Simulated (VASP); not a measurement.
# HfN in VASP: further runs

The runs below take HfN through single point, with PBE, revPBE.

All numbers are computed with VASP 6.6.1; they aren't measurements. Logs are shortened: lines on timing, memory, paths and dates and some standing lists are left out, and cuts for length are marked.

## 1. The cell of the first run

The typed cell holds 2 atoms: a = 3.216 Å, b = 3.216 Å, c = 3.216 Å, α = 60.00°, β = 60.00°, γ = 60.00°.

## 2. Single point, PBE (all N atoms moved 0.2 Å in one direction, then relaxed in part)

File INCAR:

```
PREC = Accurate ; ENCUT = 520
EDIFF = 1E-6 ; ISMEAR = 0
SIGMA = 0.15 ; LREAL = F
LASPH = T ; NELM = 80
ALGO = Normal ; ISIF = 2
LWAVE = F ; LCHARG = F
GGA = PE ; NBANDS = 14
```

File KPOINTS:

```
Automatic mesh
0
Gamma
  12 12 12
```

File POSCAR:

```
HfN
1.0
    0.0000000000      2.2738965622      2.2738965622
    2.2738965622      0.0000000000      2.2738965622
    2.2738965622      2.2738965622      0.0000000000
Hf N
1 1
Direct
   -0.0000579229      0.0000393444     -0.0000902147
    0.5000579229      0.4999606556      0.5000902147
```

Potentials or basis: VASP PAW PBE potentials, release 64 (Hf_pv, N).

Started as:

```console
$ cat potpaw_PBE.64/Hf_pv/POTCAR potpaw_PBE.64/N/POTCAR > POTCAR
$ mpirun -np 1 vasp_std > vasp.out
```

OUTCAR:

```text
PREC = Accurate
   ENCUT = 520
   EDIFF = 1E-6
   ISMEAR = 0
   LREAL = F
   LASPH = T
   NELM = 80
   ISIF = 2
   GGA = PE

 ion  position               nearest neighbor table
   1  1.000  0.000  1.000-   2 2.27   2 2.27   2 2.27   2 2.27   2 2.27   2 2.27
   2  0.500  0.500  0.500-   1 2.27   1 2.27   1 2.27   1 2.27   1 2.27   1 2.27

  LATTYP: Found a face centered cubic cell.
 ALAT       =     4.5477931244

  Lattice vectors:

 A1 = (   0.0000000000,   2.2738965622,   2.2738965622)
 A2 = (   2.2738965622,   0.0000000000,   2.2738965622)
 A3 = (   2.2738965622,   2.2738965622,   0.0000000000)

Analysis of symmetry for initial positions (statically):
=====================================================================
 Subroutine PRICEL returns:
 Original cell was already a primitive cell.

 Routine SETGRP: Setting up the symmetry group for a
 face centered cubic supercell.

 Subroutine GETGRP returns: Found  1 space group operations
 (whereof  1 operations were pure point group operations)
 out of a pool of 48 trial point group operations.

The static configuration has the point symmetry C_1 .

Analysis of symmetry for dynamics (positions and initial velocities):
=====================================================================
 Subroutine PRICEL returns:
 Original cell was already a primitive cell.

 Routine SETGRP: Setting up the symmetry group for a
 face centered cubic supercell.

 Subroutine GETGRP returns: Found  1 space group operations
 (whereof  1 operations were pure point group operations)
 out of a pool of 48 trial point group operations.

The dynamic configuration has the point symmetry C_1 .

 Subroutine INISYM returns: Found  1 space group operations
 (whereof  1 operations are pure point group operations),
 and found     1 'primitive' translations

----------------------------------------------------------------------------------------

                                     Primitive cell

  volume of cell :      23.5148

  direct lattice vectors                    reciprocal lattice vectors
     0.000000000  2.273896562  2.273896562    -0.219886871  0.219886871  0.219886871
     2.273896562  0.000000000  2.273896562     0.219886871 -0.219886871  0.219886871
     2.273896562  2.273896562  0.000000000     0.219886871  0.219886871 -0.219886871

  length of vectors
     3.215775358  3.215775358  3.215775358     0.380855232  0.380855232  0.380855232

  position of ions in fractional coordinates (direct lattice)
     0.999942077  0.000039344  0.999909785
     0.500057923  0.499960656  0.500090215

  ion indices of the primitive-cell ions
   primitive index   ion index
                 1           1
                 2           2

----------------------------------------------------------------------------------------

 KPOINTS: Automatic mesh

Automatic generation of k-mesh.
 Grid dimensions read from file:
 generate k-points for:   12   12   12

 Generating k-lattice:

  Cartesian coordinates                     Fractional coordinates (reciprocal lattice)
    -0.018323906  0.018323906  0.018323906     0.083333333  0.000000000  0.000000000
     0.018323906 -0.018323906  0.018323906     0.000000000  0.083333333  0.000000000
     0.018323906  0.018323906 -0.018323906     0.000000000  0.000000000  0.083333333

  Length of vectors
     0.031737936  0.031737936  0.031737936

  Shift w.r.t. Gamma in fractional coordinates (k-lattice)
     0.000000000  0.000000000  0.000000000

 Subroutine IBZKPT returns following result:
 ===========================================

 Found    868 irreducible k-points:

 Following reciprocal coordinates:
            Coordinates               Weight
  0.000000  0.000000  0.000000      1.000000
  0.083333  0.000000  0.000000      2.000000
  0.000000  0.083333  0.000000      2.000000
  0.000000  0.000000  0.083333      2.000000
  0.083333  0.083333  0.083333      2.000000
  0.166667  0.000000  0.000000      2.000000
[... 16 lines left out ...]
  0.000000  0.500000  0.000000      1.000000
  0.000000  0.000000  0.500000      1.000000
 [... further k-points ...]
   k-points           NKPTS =    868   k-points in BZ     NKDIM =    868   number of bands    NBANDS=     14
   number of dos      NEDOS =    301   number of ions     NIONS =      2
   total plane-waves  NPLWV =  13824
   dimension x,y,z NGX =    24 NGY =   24 NGZ =   24
   dimension x,y,z NGXF=    48 NGYF=   48 NGZF=   48
   ions per type =               1   1
   NGX,Y,Z   is equivalent  to a cutoff of  12.41, 12.41, 12.41 a.u.
   NGXF,Y,Z  is equivalent  to a cutoff of  24.81, 24.81, 24.81 a.u.
 SYSTEM =  unknown system
   PREC   = accura    normal or accurate (medium, high low for compatibility)
   ISTART =      0    job   : 0-new  1-cont  2-samecut
   ICHARG =      2    charge: 1-file 2-atom 10-const
   ISPIN  =      1    spin polarized calculation?
   LNONCOLLINEAR =      F non collinear calculations
   LSORBIT =      F    spin-orbit coupling
   LASPH  =      T    aspherical Exc in radial PAW
   ENCUT  =  520.0 eV  38.22 Ry    6.18 a.u.   5.98  5.98  5.98*2*pi/ulx,y,z
   NELM   =     80;   NELMIN=  2; NELMDL= -5     # of ELM steps
   EDIFF  = 0.1E-05   stopping-criterion for ELM
   LREAL  =      F    real-space projection
   EDIFFG = 0.1E-04   stopping-criterion for IOM
   NSW    =      0    number of steps for IOM
   IBRION =     -1    ionic relax: 0-MD 1-quasi-New 2-CG
   NFREE  =      0    steps in history (QN), initial steepest desc. (CG)
   ISIF   =      2    stress and relaxation
   ISYM   =      2    0-nonsym 1-usesym 2-fastsym
   POTIM  = 0.5000    time-step for ionic-motion
   TEBEG  =    0.0;   TEEND  =   0.0 temperature during run
   PSTRESS=    0.0 pullay stress
   NELECT =      15.0000    total number of electrons
   NUPDOWN=      -1.0000    fix difference up-down
   EMIN   =  10.00;   EMAX   =-10.00  energy-range for DOS
   EFERMI =   0.00;   METHOD = LEGACY
   ISMEAR =     0;   SIGMA  =   0.15  broadening in eV -4-tet -1-fermi 0-gaus
   EFERMI_NEDOS =   21; number of points for ismear=-14 and -15
   IALGO  =     38    algorithm
   IMIX   =      4    mixing-type and parameters
     AMIX     =   0.40;   BMIX     =  1.00
     AMIX_MAG =   1.60;   BMIX_MAG =  1.00
  volume/ion in A,a.u.               =      11.76        79.34
  Fermi-wavevector in a.u.,A,eV,Ry     =   1.409260  2.663116 27.021368  1.986015
  Thomas-Fermi vector in A             =   2.531334
   LORBIT       =      0    0 simple, 1 ext, 2 COOP (PROOUT), +10 PAW based schemes
   GGA     = PE    functional components
   LHFCALC =     F    Hartree Fock is set to
   AEXX    =    0.0000 exact exchange contribution
   IVDW    =     0    specifies the selected vdW correction
   LEPSILON=     F    determine dielectric tensor
   LRPA    =     F    only Hartree local field effects (RPA)
 non-spin polarized calculation
 Gauss-broadening in eV      SIGMA  =   0.15
  energy-cutoff  :      520.00
  volume of cell :       23.51
 maximum number of plane-waves:       648
   NGX = 11   NGY = 11   NGZ = 11

 number of electron      15.0000000 magnetization

 Free energy of the ion-electron system (eV)
  ---------------------------------------------------
  ext. energy  EPLUGINS =         0.00000000
  ---------------------------------------------------
  free energy    TOTEN  =       -21.76560785 eV

  energy without entropy =      -21.76159846  energy(sigma->0) =      -21.76360316

 E-fermi :   8.2250     XC(G=0): -12.6292

 val. band max:        8.1766172140   @ k =  -0.0833   0.0833   0.0000
 cond. band min:       8.3011499612   @ k =  -0.1667   0.0833   0.2500
 fundamental gap:      0.1245327472
 Fermi energy:         8.2250246044

 k-point     1 :       0.0000    0.0000    0.0000
  band No.  band energies     occupation
      1     -23.0182      2.00000
      2     -23.0182      2.00000
      3     -23.0182      2.00000
      4      -9.1866      2.00000
      5       5.2011      2.00000
      6       5.2011      2.00000
      7       5.2011      2.00000
      8       7.8748      1.99904
      9       7.8748      1.99904
     10       7.8748      1.99904
     11       9.8183      0.00000
     12      10.1318      0.00000
     13      10.1318      0.00000
     14      17.7274      0.00000

 k-point     2 :       0.0833    0.0000    0.0000
  band No.  band energies     occupation
      1     -23.0834      2.00000
      2     -23.0238      2.00000
      3     -23.0238      2.00000
      4      -9.0341      2.00000
      5       4.5306      2.00000
      6       4.8177      2.00000
      7       4.8177      2.00000
      8       8.0400      1.91889
      9       8.1010      1.75760
     10       8.1010      1.75753
     11      10.3267      0.00000
     12      10.6421      0.00000
     13      10.6421      0.00000
     14      18.2533      0.00000

 k-point     3 :       0.0000    0.0833    0.0000
  band No.  band energies     occupation
      1     -23.0834      2.00000
      2     -23.0238      2.00000
      3     -23.0238      2.00000
      4      -9.0341      2.00000
      5       4.5306      2.00000
      6       4.8177      2.00000
      7       4.8177      2.00000
      8       8.0400      1.91889
      9       8.1010      1.75760
     10       8.1011      1.75753
     11      10.3267      0.00000
     12      10.6421      0.00000
     13      10.6421      0.00000
     14      18.2533      0.00000

 k-point     4 :       0.0000    0.0000    0.0833
  band No.  band energies     occupation
      1     -23.0834      2.00000
      2     -23.0238      2.00000
      3     -23.0238      2.00000
      4      -9.0341      2.00000
      5       4.5306      2.00000
      6       4.8177      2.00000
      7       4.8177      2.00000
      8       8.0400      1.91887
      9       8.1010      1.75761
     10       8.1010      1.75756
     11      10.3267      0.00000
     12      10.6421      0.00000
     13      10.6421      0.00000
     14      18.2533      0.00000

 k-point     5 :       0.0833    0.0833    0.0833
  band No.  band energies     occupation
      1     -23.0834      2.00000
      2     -23.0238      2.00000
      3     -23.0238      2.00000
      4      -9.0341      2.00000
      5       4.5306      2.00000
      6       4.8177      2.00000
      7       4.8177      2.00000
      8       8.0400      1.91886
      9       8.1010      1.75760
     10       8.1010      1.75758
     11      10.3267      0.00000
[... 276 lines left out ...]
 k-point    22 :       0.5000    0.0000    0.0000
  band No.  band energies     occupation
      1     -23.9062      2.00000
      2     -23.0997      2.00000
      3     -23.0997      2.00000
      4      -6.5769      2.00000
      5      -0.5632      2.00000
      6       2.1225      2.00000
      7       2.1225      2.00000
      8      11.3962      0.00000
      9      11.8157      0.00000
     10      11.8157      0.00000
     11      12.5337      0.00000
     12      16.8097      0.00000
     13      16.8097      0.00000
     14      19.9361      0.00000

 k-point    23 :       0.0000    0.5000    0.0000
  band No.  band energies     occupation
      1     -23.9062      2.00000
      2     -23.0997      2.00000
      3     -23.0997      2.00000
      4      -6.5769      2.00000
      5      -0.5632      2.00000
      6       2.1225      2.00000
      7       2.1225      2.00000
      8      11.3962      0.00000
      9      11.8157      0.00000
     10      11.8157      0.00000
     11      12.5337      0.00000
     12      16.8097      0.00000
     13      16.8097      0.00000
     14      19.9361      0.00000

 k-point    24 :       0.0000    0.0000    0.5000
  band No.  band energies     occupation
      1     -23.9062      2.00000
      2     -23.0997      2.00000
      3     -23.0997      2.00000
      4      -6.5769      2.00000
      5      -0.5632      2.00000
      6       2.1225      2.00000
      7       2.1225      2.00000
      8      11.3962      0.00000
      9      11.8157      0.00000
     10      11.8157      0.00000
     11      12.5337      0.00000
     12      16.8097      0.00000
     13      16.8097      0.00000
     14      19.9361      0.00000

 [... further k-points ...]
[... 5 lines left out ...]
  --------------------------------------------------------------------------------------
  -------------------------------------------------------------------------------------
  Total       -0.3535616     -0.3535399     -0.3535631     -0.0000008     -0.0000001      0.0000004
  in kB      -24.0898185    -24.0883404    -24.0899249     -0.0000512     -0.0000074      0.0000251
  external PRESSURE =     -24.0893613 kB  Pullay stress =       0.0000000 kB

 VOLUME and BASIS-vectors are now :
 -----------------------------------------------------------------------------
  energy-cutoff  :      520.00
  volume of cell :       23.51
      direct lattice vectors                 reciprocal lattice vectors
     0.000000000  2.273896562  2.273896562    -0.219886871  0.219886871  0.219886871
     2.273896562  0.000000000  2.273896562     0.219886871 -0.219886871  0.219886871
     2.273896562  2.273896562  0.000000000     0.219886871  0.219886871 -0.219886871

 POSITION                                       TOTAL-FORCE (eV/Angst)
 -----------------------------------------------------------------------------------
      2.27378      4.54746      2.27385         0.002546      0.007415      0.000930
      2.27401      2.27423      2.27394        -0.002546     -0.007415     -0.000930
 -----------------------------------------------------------------------------------
    total drift:                                0.000001      0.000004      0.000000

  FREE ENERGIE OF THE ION-ELECTRON SYSTEM (eV)
  ---------------------------------------------------
  free  energy   TOTEN  =       -21.7656078536 eV

  energy  without entropy=      -21.7615984622  energy(sigma->0) =      -21.76360316
```

Wall time 67 s (1 thread of Intel Xeon Platinum 8481C at 2.70GHz (Sapphire Rapids), shared host); peak memory 0.39 GiB.

What came out:

```yaml
Free_energy: -21.7656 eV
Pressure: -2.4 GPa
Largest_force: 0.008 eV/Å
```

Forces on the atoms (eV/Å):
```
Hf   0.003  0.007  0.001
N   -0.003 -0.007 -0.001
```

Caveat: the cell differs from its parent crystal (all N atoms moved 0.2 Å in one direction, then relaxed in part); spin-orbit coupling is left out, which moves the levels of the heavy elements.

## 3. Single point, revPBE

File INCAR:

```
SYSTEM = HfN
  ALGO = Normal
  EDIFF = 1E-6
  ENCUT = 600
  GGA = RE
  GGA_COMPAT = .FALSE.
  ISIF = 2
  ISMEAR = 0
  LASPH = .TRUE.
  LCHARG = .TRUE.
  LELF = .TRUE.
  LREAL = .FALSE.
  LVHAR = .TRUE.
  LWAVE = .FALSE.
  NBANDS = 14
  NELM = 120
  PREC = Accurate
  SIGMA = 0.15
```

File KPOINTS:

```
k-points
0
G
  12 12 12
  0 0 0
```

POSCAR is that of step 2.

Potentials or basis: VASP PAW PBE potentials, release 64 (Hf_pv, N).

Started as:

```console
$ cat potpaw_PBE.64/Hf_pv/POTCAR potpaw_PBE.64/N/POTCAR > POTCAR
$ mpirun -np 1 vasp_std > vasp.out
```

Run time: 8.4 min. Hardware: 1 thread of Intel Xeon 8259CL, shared host; peak memory 0.48 GiB.

It converged, with:

```
Free energy   : -20.9576 eV
Pressure      : 0.8 GPa
Largest force : 0.008 eV/Å
```

Forces in eV/Å, atoms in the order of the input:
```
Hf   0.003  0.008  0.001
N   -0.003 -0.008 -0.001
```

Levels at points of the mesh, in eV from the Fermi level:
| k point | band 3 | band 4 | band 5 | band 6 | band 7 | band 8 | band 9 | band 10 | band 11 | band 12 |
| --- | --- | --- | --- | --- | --- | --- | --- | --- | --- | --- |
| (0.00, 0.00, 0.00) | -31.29 | -17.48 | -3.04 | -3.04 | -3.04 | -0.34 | -0.34 | -0.34 | 1.57 | 1.91 |
| (0.50, 0.00, 0.00) | -31.37 | -14.89 | -8.80 | -6.12 | -6.12 | 3.17 | 3.60 | 3.60 | 4.28 | 8.59 |
| (0.00, 0.50, 0.00) | -31.37 | -14.89 | -8.80 | -6.12 | -6.12 | 3.17 | 3.60 | 3.60 | 4.28 | 8.59 |
| (0.00, 0.00, 0.50) | -31.37 | -14.89 | -8.80 | -6.12 | -6.12 | 3.17 | 3.60 | 3.60 | 4.28 | 8.59 |
| (0.50, 0.50, 0.50) | -31.37 | -14.89 | -8.80 | -6.12 | -6.12 | 3.17 | 3.60 | 3.60 | 4.28 | 8.59 |
| (0.50, 0.50, 0.00) | -31.57 | -16.40 | -5.46 | -3.74 | -3.73 | -3.72 | 3.98 | 5.33 | 5.36 | 5.36 |
| (0.00, 0.50, 0.50) | -31.57 | -16.40 | -5.46 | -3.74 | -3.73 | -3.72 | 3.98 | 5.33 | 5.36 | 5.36 |
| (0.50, 0.00, 0.50) | -31.57 | -16.40 | -5.46 | -3.74 | -3.73 | -3.72 | 3.98 | 5.33 | 5.36 | 5.36 |

Caveat: the PAW data sets were made with another functional, which shifts forces and pressure a little; spin-orbit coupling is left out, which moves the levels of the heavy elements.
